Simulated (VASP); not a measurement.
# Nb (Fd-3m) in VASP: notebook

Nb is run at these levels: RPBE; tasks: single point.

All numbers are computed with VASP 6.6.1; they aren't measurements. Logs are shortened: lines on timing, memory, paths and dates and some standing lists are left out, and cuts for length are marked.

### 1 The cell of the first run

The structure is cubic, space group Fd-3m (No. 227). The conventional cell has a = 5.814 Å, b = 5.814 Å, c = 5.814 Å, α = 90.00°, β = 90.00°, γ = 90.00°. Nb (site symmetry -43m) has 4 Nb at 2.52 Å within 3.3 Å.

This isn't the form of Nb at room conditions, which is bcc.

### 2 Single point, RPBE

INCAR

```
PREC = Accurate
ENCUT = 500
EDIFF = 1E-6
ISMEAR = 0
SIGMA = 0.1
LREAL = F
LASPH = T
NELM = 120
ALGO = Normal
ISIF = 2
LWAVE = F
LCHARG = F
GGA = RP
NBANDS = 20
GGA_COMPAT = F
```

KPOINTS

```
regular mesh
0
Gamma
  7 7 7
```

POSCAR

```
Nb
1.0
    0.0000000000      2.9072131950      2.9072131950
    2.9072131950      0.0000000000      2.9072131950
    2.9072131950      2.9072131950      0.0000000000
Nb
2
Direct
    1.0000000000      1.0000000000      1.0000000000
    0.2500000000      0.2500000000      0.2500000000
```

Potentials or basis: VASP PAW PBE potentials, release 64 (Nb_sv).

The run is started by

```console
cat potpaw_PBE.64/Nb_sv/POTCAR > POTCAR
mpirun -np 1 vasp_std > vasp.out
```

OUTCAR:

```text
PREC = Accurate
   ENCUT = 500
   EDIFF = 1E-6
   ISMEAR = 0
   LREAL = F
   LASPH = T
   NELM = 120
   ISIF = 2
   GGA = RP

 ion  position               nearest neighbor table
   1  0.000  0.000  0.000-   2 2.52   2 2.52   2 2.52   2 2.52
   2  0.250  0.250  0.250-   1 2.52   1 2.52   1 2.52   1 2.52

  LATTYP: Found a face centered cubic cell.
 ALAT       =     5.8144263900

  Lattice vectors:

 A1 = (   0.0000000000,   2.9072131950,   2.9072131950)
 A2 = (   2.9072131950,   0.0000000000,   2.9072131950)
 A3 = (   2.9072131950,   2.9072131950,   0.0000000000)

Analysis of symmetry for initial positions (statically):
=====================================================================
 Subroutine PRICEL returns:
 Original cell was already a primitive cell.

 Routine SETGRP: Setting up the symmetry group for a
 face centered cubic supercell.

 Subroutine GETGRP returns: Found 48 space group operations
 (whereof 24 operations were pure point group operations)
 out of a pool of 48 trial point group operations.

The static configuration has the point symmetry T_d .
 The point group associated with its full space group is O_h .

Analysis of symmetry for dynamics (positions and initial velocities):
=====================================================================
 Subroutine PRICEL returns:
 Original cell was already a primitive cell.

 Routine SETGRP: Setting up the symmetry group for a
 face centered cubic supercell.

 Subroutine GETGRP returns: Found 48 space group operations
 (whereof 24 operations were pure point group operations)
 out of a pool of 48 trial point group operations.

The dynamic configuration has the point symmetry T_d .
 The point group associated with its full space group is O_h .

 Subroutine INISYM returns: Found 48 space group operations
 (whereof 24 operations are pure point group operations),
 and found     1 'primitive' translations

----------------------------------------------------------------------------------------

                                     Primitive cell

  volume of cell :      49.1429

  direct lattice vectors                    reciprocal lattice vectors
     0.000000000  2.907213195  2.907213195    -0.171986011  0.171986011  0.171986011
     2.907213195  0.000000000  2.907213195     0.171986011 -0.171986011  0.171986011
     2.907213195  2.907213195  0.000000000     0.171986011  0.171986011 -0.171986011

  length of vectors
     4.111420329  4.111420329  4.111420329     0.297888509  0.297888509  0.297888509

  position of ions in fractional coordinates (direct lattice)
     0.000000000  0.000000000  0.000000000
     0.250000000  0.250000000  0.250000000

  ion indices of the primitive-cell ions
   primitive index   ion index
                 1           1
                 2           2

----------------------------------------------------------------------------------------

 KPOINTS: regular mesh

Automatic generation of k-mesh.
 Grid dimensions read from file:
 generate k-points for:    7    7    7

 Generating k-lattice:

  Cartesian coordinates                     Fractional coordinates (reciprocal lattice)
    -0.024569430  0.024569430  0.024569430     0.142857143  0.000000000  0.000000000
     0.024569430 -0.024569430  0.024569430     0.000000000  0.142857143  0.000000000
     0.024569430  0.024569430 -0.024569430     0.000000000  0.000000000  0.142857143

  Length of vectors
     0.042555501  0.042555501  0.042555501

  Shift w.r.t. Gamma in fractional coordinates (k-lattice)
     0.000000000  0.000000000  0.000000000

 Subroutine IBZKPT returns following result:
 ===========================================

 Found     20 irreducible k-points:

 Following reciprocal coordinates:
            Coordinates               Weight
  0.000000  0.000000  0.000000      1.000000
  0.142857  0.000000  0.000000      8.000000
  0.285714  0.000000  0.000000      8.000000
  0.428571  0.000000  0.000000      8.000000
  0.142857  0.142857  0.000000      6.000000
  0.285714  0.142857  0.000000     24.000000
[... 12 lines left out ...]
 -0.428571  0.428571  0.142857     24.000000
 -0.285714  0.428571  0.142857     24.000000
   k-points           NKPTS =     20   k-points in BZ     NKDIM =     20   number of bands    NBANDS=     20
   number of dos      NEDOS =    301   number of ions     NIONS =      2
   total plane-waves  NPLWV =  27000
   dimension x,y,z NGX =    30 NGY =   30 NGZ =   30
   dimension x,y,z NGXF=    60 NGYF=   60 NGZF=   60
   ions per type =               2
   NGX,Y,Z   is equivalent  to a cutoff of  12.13, 12.13, 12.13 a.u.
   NGXF,Y,Z  is equivalent  to a cutoff of  24.26, 24.26, 24.26 a.u.
 SYSTEM =  unknown system
   PREC   = accura    normal or accurate (medium, high low for compatibility)
   ISTART =      0    job   : 0-new  1-cont  2-samecut
   ICHARG =      2    charge: 1-file 2-atom 10-const
   ISPIN  =      1    spin polarized calculation?
   LNONCOLLINEAR =      F non collinear calculations
   LSORBIT =      F    spin-orbit coupling
   LASPH  =      T    aspherical Exc in radial PAW
   ENCUT  =  500.0 eV  36.75 Ry    6.06 a.u.   7.50  7.50  7.50*2*pi/ulx,y,z
   NELM   =    120;   NELMIN=  2; NELMDL= -5     # of ELM steps
   EDIFF  = 0.1E-05   stopping-criterion for ELM
   LREAL  =      F    real-space projection
[... 7 lines left out ...]
   TEBEG  =    0.0;   TEEND  =   0.0 temperature during run
   PSTRESS=    0.0 pullay stress
   NELECT =      26.0000    total number of electrons
   NUPDOWN=      -1.0000    fix difference up-down
   EMIN   =  10.00;   EMAX   =-10.00  energy-range for DOS
   EFERMI =   0.00;   METHOD = LEGACY
   ISMEAR =     0;   SIGMA  =   0.10  broadening in eV -4-tet -1-fermi 0-gaus
   EFERMI_NEDOS =   21; number of points for ismear=-14 and -15
   IALGO  =     38    algorithm
   IMIX   =      4    mixing-type and parameters
     AMIX     =   0.40;   BMIX     =  1.00
     AMIX_MAG =   1.60;   BMIX_MAG =  1.00
  volume/ion in A,a.u.               =      24.57       165.82
  Fermi-wavevector in a.u.,A,eV,Ry     =   1.324074  2.502138 23.853368  1.753173
  Thomas-Fermi vector in A             =   2.453636
   LORBIT       =      0    0 simple, 1 ext, 2 COOP (PROOUT), +10 PAW based schemes
   GGA     = RP    functional components
   LHFCALC =     F    Hartree Fock is set to
   AEXX    =    0.0000 exact exchange contribution
   IVDW    =     0    specifies the selected vdW correction
   LEPSILON=     F    determine dielectric tensor
   LRPA    =     F    only Hartree local field effects (RPA)
 non-spin polarized calculation
 Gauss-broadening in eV      SIGMA  =   0.10
  energy-cutoff  :      500.00
  volume of cell :       49.14
 maximum number of plane-waves:      1267
 NGX is ok and might be reduce to    30
   NGX = 15   NGY = 15   NGZ = 15

 number of electron      26.0000003 magnetization

 Free energy of the ion-electron system (eV)
  ---------------------------------------------------
  ext. energy  EPLUGINS =         0.00000000
  ---------------------------------------------------
  free energy    TOTEN  =       -14.36828330 eV

  energy without entropy =      -14.35974244  energy(sigma->0) =      -14.36401287

 E-fermi :   7.2514     XC(G=0): -10.4647

 val. band max:        7.1929079360   @ k =  -0.2857   0.2857   0.0000
 cond. band min:       7.2667611517   @ k =  -0.4286   0.4286   0.1429
 fundamental gap:      0.0738532157
 Fermi energy:         7.2513814716

 k-point     1 :       0.0000    0.0000    0.0000
  band No.  band energies     occupation
      1     -47.2228      2.00000
      2     -46.4201      2.00000
      3     -23.6570      2.00000
      4     -23.6570      2.00000
      5     -23.6570      2.00000
      6     -22.4015      2.00000
[... 12 lines left out ...]
     19      12.8045      0.00000
     20      17.9778      0.00000

 k-point     2 :       0.1429    0.0000    0.0000
  band No.  band energies     occupation
      1     -47.1945      2.00000
      2     -46.4508      2.00000
      3     -23.6884      2.00000
      4     -23.6884      2.00000
      5     -23.6569      2.00000
      6     -22.4007      2.00000
[... 12 lines left out ...]
     19      12.7372      0.00000
     20      17.1340      0.00000

 k-point     3 :       0.2857    0.0000    0.0000
  band No.  band energies     occupation
      1     -47.1204      2.00000
      2     -46.5302      2.00000
      3     -23.7536      2.00000
      4     -23.7536      2.00000
      5     -23.6596      2.00000
      6     -22.3951      2.00000
[... 12 lines left out ...]
     19      12.4842      0.00000
     20      15.6215      0.00000

 k-point     4 :       0.4286    0.0000    0.0000
  band No.  band energies     occupation
      1     -47.0422      2.00000
      2     -46.6127      2.00000
      3     -23.8014      2.00000
      4     -23.8014      2.00000
      5     -23.6645      2.00000
      6     -22.3872      2.00000
[... 12 lines left out ...]
     19      12.0220      0.00000
     20      13.0278      0.00000

 k-point     5 :       0.1429    0.1429    0.0000
  band No.  band energies     occupation
      1     -47.1845      2.00000
      2     -46.4616      2.00000
      3     -23.7254      2.00000
      4     -23.7254      2.00000
      5     -23.5947      2.00000
      6     -22.4675      2.00000
[... 12 lines left out ...]
     19      13.0135      0.00000
     20      16.9254      0.00000

 k-point     6 :       0.2857    0.1429    0.0000
  band No.  band energies     occupation
      1     -47.1235      2.00000
      2     -46.5269      2.00000
      3     -23.7985      2.00000
      4     -23.7912      2.00000
      5     -23.5440      2.00000
      6     -22.5165      2.00000
[... 12 lines left out ...]
     19      12.9705      0.00000
     20      16.5208      0.00000

 k-point     7 :       0.4286    0.1429    0.0000
  band No.  band energies     occupation
      1     -47.0388      2.00000
      2     -46.6163      2.00000
      3     -23.8759      2.00000
      4     -23.8353      2.00000
      5     -23.5121      2.00000
      6     -22.5398      2.00000
[... 12 lines left out ...]
     19      12.5092      0.00000
     20      13.6515      0.00000
[... 185 lines left out ...]
 k-point    16 :      -0.4286    0.4286    0.0000
  band No.  band energies     occupation
      1     -46.8497      2.00000
      2     -46.8100      2.00000
      3     -23.9783      2.00000
      4     -23.9459      2.00000
      5     -23.0935      2.00000
      6     -22.9726      2.00000
[... 12 lines left out ...]
     19      12.3380      0.00000
     20      12.6694      0.00000

 k-point    17 :       0.4286    0.2857    0.1429
  band No.  band energies     occupation
      1     -47.0524      2.00000
      2     -46.6020      2.00000
      3     -23.9003      2.00000
      4     -23.8317      2.00000
      5     -23.4441      2.00000
      6     -22.6123      2.00000
[... 12 lines left out ...]
     19      12.9608      0.00000
     20      15.2676      0.00000

 k-point    18 :      -0.4286    0.2857    0.1429
  band No.  band energies     occupation
      1     -46.9705      2.00000
      2     -46.6872      2.00000
      3     -23.9608      2.00000
      4     -23.8755      2.00000
      5     -23.3546      2.00000
      6     -22.6933      2.00000
[... 12 lines left out ...]
     19      12.5953      0.00000
     20      13.0503      0.00000

 k-point    19 :      -0.4286    0.4286    0.1429
  band No.  band energies     occupation
      1     -46.9099      2.00000
      2     -46.7492      2.00000
      3     -23.9663      2.00000
      4     -23.9405      2.00000
      5     -23.1777      2.00000
      6     -22.8806      2.00000
[... 12 lines left out ...]
     19      12.7454      0.00000
     20      13.3155      0.00000

 k-point    20 :      -0.2857    0.4286    0.1429
  band No.  band energies     occupation
      1     -46.8853      2.00000
      2     -46.7742      2.00000
      3     -23.9886      2.00000
      4     -23.9306      2.00000
      5     -23.1649      2.00000
      6     -22.8834      2.00000
[... 12 lines left out ...]
     19      12.5805      0.00000
     20      12.7032      0.00000

------------------------ aborting loop because EDIFF is reached ----------------------------------------

  FORCE on cell =-STRESS in cart. coord.  units (eV):
  Direction    XX          YY          ZZ          XY          YZ          ZX
  --------------------------------------------------------------------------------------
  -------------------------------------------------------------------------------------
  Total        1.5192363      1.5192363      1.5192363      0.0000000      0.0000000      0.0000000
  in kB       49.5307906     49.5307906     49.5307906      0.0000000      0.0000000      0.0000000
  external PRESSURE =      49.5307906 kB  Pullay stress =       0.0000000 kB

 VOLUME and BASIS-vectors are now :
 -----------------------------------------------------------------------------
  energy-cutoff  :      500.00
  volume of cell :       49.14
      direct lattice vectors                 reciprocal lattice vectors
     0.000000000  2.907213195  2.907213195    -0.171986011  0.171986011  0.171986011
     2.907213195  0.000000000  2.907213195     0.171986011 -0.171986011  0.171986011
     2.907213195  2.907213195  0.000000000     0.171986011  0.171986011 -0.171986011

 POSITION                                       TOTAL-FORCE (eV/Angst)
 -----------------------------------------------------------------------------------
      0.00000      0.00000      0.00000         0.000000      0.000000      0.000000
      1.45361      1.45361      1.45361        -0.000000     -0.000000     -0.000000
 -----------------------------------------------------------------------------------
    total drift:                                0.000000     -0.000000      0.000000

  FREE ENERGIE OF THE ION-ELECTRON SYSTEM (eV)
  ---------------------------------------------------
  free  energy   TOTEN  =       -14.3682833029 eV

  energy  without entropy=      -14.3597424361  energy(sigma->0) =      -14.36401287
```

Run time: 19 s. Hardware: 1 thread of Intel Xeon Platinum 8488C (Sapphire Rapids), shared host; peak memory 0.16 GiB.

Results:

| Property | Result |
| --- | --- |
| Free energy | -14.3683 eV |
| Pressure | 5.0 GPa |
| Band gap on the k mesh | zero (bands 13 and 14 overlap by 1.15 eV) |

Caveat: the cell stands under pressure; the PAW data sets were made with another functional, which shifts forces and pressure a little.

(Continued in part 2 of 2.)
